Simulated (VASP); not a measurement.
# TePbI6 (P1) in VASP: single point with PBEsol

Aim: the single point of TePbI6 with PBEsol.

All numbers are computed with VASP 6.6.1; they aren't measurements. Logs are shortened: lines on timing, memory, paths and dates and some standing lists are left out, and cuts for length are marked.

### Step 1. The cell of the first run

The typed cell holds 8 atoms: a = 4.572 Å, b = 4.515 Å, c = 14.625 Å, α = 90.18°, β = 90.33°, γ = 88.17°.

### Step 2. Single point, PBEsol

The input, INCAR:

```
SYSTEM = TePbI6
PREC = Accurate
ENCUT = 520
EDIFF = 1E-6
ISMEAR = -1
SIGMA = 0.05
LREAL = .False.
LASPH = .True.
NELM = 60
ALGO = Normal
ISIF = 2
LWAVE = .False.
LCHARG = .False.
GGA = PS
NBANDS = 41
```

The input, KPOINTS:

```
regular mesh
0
Gamma
  4 4 2
  0 0 0
```

The input, POSCAR:

```
TePbI6
1.0
    4.5711161831      0.0730042617     -0.0149572109
    0.0717270192      4.5145316644     -0.0080676678
   -0.0372526251     -0.0184318595     14.6247214124
Te I Pb
1 6 1
Direct
    0.5118204945      0.5023970333      0.4841642400
    0.5115688184      0.5060488891     -0.0011113294
    0.0118868458      0.0025095786      0.4911339875
    0.0072026947      0.4978467451      0.2416601922
    0.5169182755      0.0054634880      0.7419753392
    0.5049720063     -0.0007351778      0.2413213424
    0.0168884960      0.5054290224      0.7421343298
   -0.0320385217     -0.0245386995      0.0813279918
```

Potentials or basis: VASP PAW PBE potentials, release 64 (Te, I, Pb_d).

The run is started by

```console
$ cat potpaw_PBE.64/Te/POTCAR potpaw_PBE.64/I/POTCAR potpaw_PBE.64/Pb_d/POTCAR > POTCAR
$ mpirun -np 1 vasp_std > vasp.out
```

OUTCAR:

```text
SYSTEM = TePbI6
   PREC = Accurate
   ENCUT = 520
   EDIFF = 1E-6
   ISMEAR = -1
   LREAL = .False.
   LASPH = .True.
   NELM = 60
   ISIF = 2
   GGA = PS

 ion  position               nearest neighbor table
   1  0.512  0.502  0.484-   3 3.16   3 3.16   3 3.27   3 3.27
   2  0.512  0.506  0.999-   8 3.25   8 3.35   8 3.44   8 3.72
   3  0.012  0.003  0.491-   1 3.16   1 3.16   1 3.27   1 3.27
   4  0.007  0.498  0.242-   6 3.15   6 3.17   8 3.19   6 3.26   6 3.27   8 3.33
   5  0.517  0.005  0.742-   7 3.16   7 3.16   7 3.26   7 3.26
   6  0.505  0.999  0.241-   4 3.15   8 3.16   4 3.17   4 3.26   4 3.27   8 3.39
   7  0.017  0.505  0.742-   5 3.16   5 3.16   5 3.26   5 3.26
   8  0.968  0.975  0.081-   6 3.16   4 3.19   2 3.25   4 3.33   2 3.35   6 3.39   2 3.44   2 3.72

  LATTYP: Found a triclinic cell.
 ALAT       =     4.5717235809
 B/A-ratio  =     1.3829180101
 C/A-ratio  =     3.1989642887
 COS(alpha) =     0.0020170993
 COS(beta)  =     0.0058386790
 COS(gamma) =     0.7003583335

  Lattice vectors:

 A1 = (   4.5711161831,   0.0730042617,  -0.0149572109)
 A2 = (   4.4993891639,  -4.4415274027,  -0.0068895431)
 A3 = (   0.0372526251,   0.0184318595, -14.6247214124)

Analysis of symmetry for initial positions (statically):
=====================================================================
 Subroutine PRICEL returns:
 Original cell was already a primitive cell.

 Routine SETGRP: Setting up the symmetry group for a
 triclinic supercell.

 Subroutine GETGRP returns: Found  1 space group operations
 (whereof  1 operations were pure point group operations)
 out of a pool of  2 trial point group operations.

The static configuration has the point symmetry C_1 .

Analysis of symmetry for dynamics (positions and initial velocities):
=====================================================================
 Subroutine PRICEL returns:
 Original cell was already a primitive cell.

 Routine SETGRP: Setting up the symmetry group for a
 triclinic supercell.

 Subroutine GETGRP returns: Found  1 space group operations
 (whereof  1 operations were pure point group operations)
 out of a pool of  2 trial point group operations.

The dynamic configuration has the point symmetry C_1 .

 Subroutine INISYM returns: Found  1 space group operations
 (whereof  1 operations are pure point group operations),
 and found     1 'primitive' translations

----------------------------------------------------------------------------------------

                                     Primitive cell

  volume of cell :     301.7226

  direct lattice vectors                    reciprocal lattice vectors
     4.571116183  0.073004262 -0.014957211     0.218822268 -0.003475667  0.000553012
     0.071727019  4.514531664 -0.008067668    -0.003537658  0.221563608  0.000270230
    -0.037252625 -0.018431860 14.624721412     0.000221846  0.000118670  0.068378086

  length of vectors
     4.571723581  4.515108637 14.624780473     0.218850568  0.221592014  0.068378548

  position of ions in fractional coordinates (direct lattice)
     0.511820495  0.502397033  0.484164240
     0.511568818  0.506048889  0.998888671
     0.011886846  0.002509579  0.491133987
     0.007202695  0.497846745  0.241660192
     0.516918275  0.005463488  0.741975339
     0.504972006  0.999264822  0.241321342
     0.016888496  0.505429022  0.742134330
     0.967961478  0.975461301  0.081327992

  ion indices of the primitive-cell ions
   primitive index   ion index
                 1           1
                 2           2
                 3           3
                 4           4
                 5           5
                 6           6
                 7           7
                 8           8

----------------------------------------------------------------------------------------

 KPOINTS: regular mesh

Automatic generation of k-mesh.
 Grid dimensions read from file:
 generate k-points for:    4    4    2

 Generating k-lattice:

  Cartesian coordinates                     Fractional coordinates (reciprocal lattice)
     0.054705567 -0.000868917  0.000138253     0.250000000 -0.000000000 -0.000000000
    -0.000884415  0.055390902  0.000067558    -0.000000000  0.250000000  0.000000000
     0.000110923  0.000059335  0.034189043     0.000000000  0.000000000  0.500000000

  Length of vectors
     0.054712642  0.055398003  0.034189274

  Shift w.r.t. Gamma in fractional coordinates (k-lattice)
     0.000000000  0.000000000  0.000000000

 Subroutine IBZKPT returns following result:
 ===========================================

 Found     20 irreducible k-points:

 Following reciprocal coordinates:
            Coordinates               Weight
  0.000000  0.000000  0.000000      1.000000
  0.250000 -0.000000 -0.000000      2.000000
  0.500000 -0.000000 -0.000000      1.000000
  0.000000  0.250000  0.000000      2.000000
  0.250000  0.250000 -0.000000      2.000000
  0.500000  0.250000 -0.000000      2.000000
[... 12 lines left out ...]
  0.250000  0.500000  0.500000      2.000000
  0.500000  0.500000  0.500000      1.000000
   k-points           NKPTS =     20   k-points in BZ     NKDIM =     20   number of bands    NBANDS=     41
   number of dos      NEDOS =    301   number of ions     NIONS =      8
   total plane-waves  NPLWV = 145152
   dimension x,y,z NGX =    36 NGY =   36 NGZ =  112
   dimension x,y,z NGXF=    72 NGYF=   72 NGZF=  224
   ions per type =               1   6   1
   NGX,Y,Z   is equivalent  to a cutoff of  13.09, 13.26, 12.73 a.u.
   NGXF,Y,Z  is equivalent  to a cutoff of  26.18, 26.51, 25.46 a.u.
 SYSTEM =  TePbI6
   PREC   = accura    normal or accurate (medium, high low for compatibility)
   ISTART =      0    job   : 0-new  1-cont  2-samecut
   ICHARG =      2    charge: 1-file 2-atom 10-const
   ISPIN  =      1    spin polarized calculation?
   LNONCOLLINEAR =      F non collinear calculations
   LSORBIT =      F    spin-orbit coupling
   LASPH  =      T    aspherical Exc in radial PAW
   ENCUT  =  520.0 eV  38.22 Ry    6.18 a.u.   8.50  8.40 27.19*2*pi/ulx,y,z
   NELM   =     60;   NELMIN=  2; NELMDL= -5     # of ELM steps
   EDIFF  = 0.1E-05   stopping-criterion for ELM
   LREAL  =      F    real-space projection
[... 7 lines left out ...]
   TEBEG  =    0.0;   TEEND  =   0.0 temperature during run
   PSTRESS=    0.0 pullay stress
   NELECT =      62.0000    total number of electrons
   NUPDOWN=      -1.0000    fix difference up-down
   EMIN   =  10.00;   EMAX   =-10.00  energy-range for DOS
   EFERMI =   0.00;   METHOD = LEGACY
   ISMEAR =    -1;   SIGMA  =   0.05  broadening in eV -4-tet -1-fermi 0-gaus
   EFERMI_NEDOS =   21; number of points for ismear=-14 and -15
   IALGO  =     38    algorithm
   IMIX   =      4    mixing-type and parameters
     AMIX     =   0.40;   BMIX     =  1.00
     AMIX_MAG =   1.60;   BMIX_MAG =  1.00
  volume/ion in A,a.u.               =      37.72       254.52
  Fermi-wavevector in a.u.,A,eV,Ry     =   0.966057  1.825583 12.697859  0.933266
  Thomas-Fermi vector in A             =   2.095826
   LORBIT       =      0    0 simple, 1 ext, 2 COOP (PROOUT), +10 PAW based schemes
   GGA     = PS    functional components
   LHFCALC =     F    Hartree Fock is set to
   AEXX    =    0.0000 exact exchange contribution
   IVDW    =     0    specifies the selected vdW correction
   LEPSILON=     F    determine dielectric tensor
   LRPA    =     F    only Hartree local field effects (RPA)
 non-spin polarized calculation
  energy-cutoff  :      520.00
  volume of cell :      301.72
 maximum number of plane-waves:      8146
 NGX is ok and might be reduce to    36
   NGX = 17   NGY = 17   NGZ = 55

 number of electron      61.9999997 magnetization

 Free energy of the ion-electron system (eV)
  ---------------------------------------------------
  ext. energy  EPLUGINS =         0.00000000
  ---------------------------------------------------
  free energy    TOTEN  =       -18.20760909 eV

  energy without entropy =      -18.16119724  energy(sigma->0) =      -18.18440317

 E-fermi :   4.4559     XC(G=0):  -8.7832

 val. band max:        4.4367750250   @ k =   0.2500   0.5000  -0.0000
 cond. band min:       4.4697227715   @ k =   0.0000   0.2500   0.0000
 fundamental gap:      0.0329477464
 Fermi energy:         4.4559295197

 k-point     1 :       0.0000    0.0000    0.0000
  band No.  band energies     occupation
      1     -13.0228      2.00000
      2     -13.0081      2.00000
      3     -13.0039      2.00000
      4     -12.9944      2.00000
      5     -12.9716      2.00000
      6     -10.1102      2.00000
[... 33 lines left out ...]
     40       8.5984      0.00000
     41       9.0881      0.00000

 k-point     2 :       0.2500   -0.0000   -0.0000
  band No.  band energies     occupation
      1     -13.0258      2.00000
      2     -13.0085      2.00000
      3     -13.0041      2.00000
      4     -12.9884      2.00000
      5     -12.9756      2.00000
      6      -9.7762      2.00000
[... 33 lines left out ...]
     40       9.4122      0.00000
     41       9.6375      0.00000

 k-point     3 :       0.5000   -0.0000   -0.0000
  band No.  band energies     occupation
      1     -13.0323      2.00000
      2     -13.0085      2.00000
      3     -13.0035      2.00000
      4     -12.9802      2.00000
      5     -12.9794      2.00000
      6      -8.9376      2.00000
[... 33 lines left out ...]
     40      10.5606      0.00000
     41      10.8250      0.00000

 k-point     4 :       0.0000    0.2500    0.0000
  band No.  band energies     occupation
      1     -13.0239      2.00000
      2     -13.0115      2.00000
      3     -13.0039      2.00000
      4     -12.9870      2.00000
      5     -12.9764      2.00000
      6      -9.7695      2.00000
[... 649 lines left out ...]
     40      10.6539      0.00000
     41      10.7305      0.00000

 k-point    19 :       0.2500    0.5000    0.5000
  band No.  band energies     occupation
      1     -13.0304      2.00000
      2     -13.0161      2.00000
      3     -13.0021      2.00000
      4     -12.9907      2.00000
      5     -12.9697      2.00000
      6      -8.8128      2.00000
[... 33 lines left out ...]
     40      10.0188      0.00000
     41      10.2999      0.00000

 k-point    20 :       0.5000    0.5000    0.5000
  band No.  band energies     occupation
      1     -13.0312      2.00000
      2     -13.0215      2.00000
      3     -13.0002      2.00000
      4     -12.9995      2.00000
      5     -12.9613      2.00000
      6      -8.7040      2.00000
[... 33 lines left out ...]
     40       9.4577      0.00000
     41       9.4941      0.00000

------------------------ aborting loop because EDIFF is reached ----------------------------------------

  FORCE on cell =-STRESS in cart. coord.  units (eV):
  Direction    XX          YY          ZZ          XY          YZ          ZX
  --------------------------------------------------------------------------------------
  -------------------------------------------------------------------------------------
  Total       -0.0151496     -0.0272139      0.0014984     -0.0111081     -0.0111129      0.0012110
  in kB       -0.0804461     -0.1445088      0.0079565     -0.0589850     -0.0590105      0.0064307
  external PRESSURE =      -0.0723328 kB  Pullay stress =       0.0000000 kB

 VOLUME and BASIS-vectors are now :
 -----------------------------------------------------------------------------
  energy-cutoff  :      520.00
  volume of cell :      301.72
      direct lattice vectors                 reciprocal lattice vectors
     4.571116183  0.073004262 -0.014957211     0.218822268 -0.003475667  0.000553012
     0.071727019  4.514531664 -0.008067668    -0.003537658  0.221563608  0.000270230
    -0.037252625 -0.018431860 14.624721412     0.000221846  0.000118670  0.068378086

 POSITION                                       TOTAL-FORCE (eV/Angst)
 -----------------------------------------------------------------------------------
      2.35759      2.29653      7.06906        -0.001762     -0.000175     -0.003333
      2.33753      2.30351     14.59673        -0.001567     -0.000887      0.000982
      0.03622      0.00314      7.18250         0.001480      0.000216     -0.004701
      0.05963      2.24362      3.53009        -0.000189      0.000086      0.004413
      2.33564      0.04873     10.84341        -0.000285     -0.000059      0.001416
      2.37097      4.54363      3.51364         0.001769     -0.001366      0.000757
      0.08581      2.26933     10.84918        -0.000109      0.000738      0.002283
      4.49160      4.47292      1.16705         0.000664      0.001447     -0.001818
 -----------------------------------------------------------------------------------
    total drift:                               -0.000321     -0.000575      0.000556

  FREE ENERGIE OF THE ION-ELECTRON SYSTEM (eV)
  ---------------------------------------------------
  free  energy   TOTEN  =       -18.2076090931 eV

  energy  without entropy=      -18.1611972449  energy(sigma->0) =      -18.18440317
```

Run time: 2.6 min. Hardware: 1 thread of Intel Xeon 6975P-C (Granite Rapids), shared host; peak memory 0.49 GiB.

What came out:

- Free energy: -18.2076 eV
- Pressure: 0.0 GPa
- Largest force: 0.005 eV/Å
- Band gap on the k mesh: zero (bands 31 and 32 overlap by 2.75 eV)

Forces on the atoms (eV/Å):
```
Te  -0.002  0.000 -0.003
I   -0.002 -0.001  0.001
I    0.001  0.000 -0.005
I    0.000  0.000  0.004
I    0.000  0.000  0.001
I    0.002 -0.001  0.001
I    0.000  0.001  0.002
Pb   0.001  0.001 -0.002
```

Caveat: the PAW data sets were made with another functional, which shifts forces and pressure a little; spin-orbit coupling is left out, which moves the levels of the heavy elements.

The gap in the log of VASP goes by the Fermi energy; the results here count the filled bands.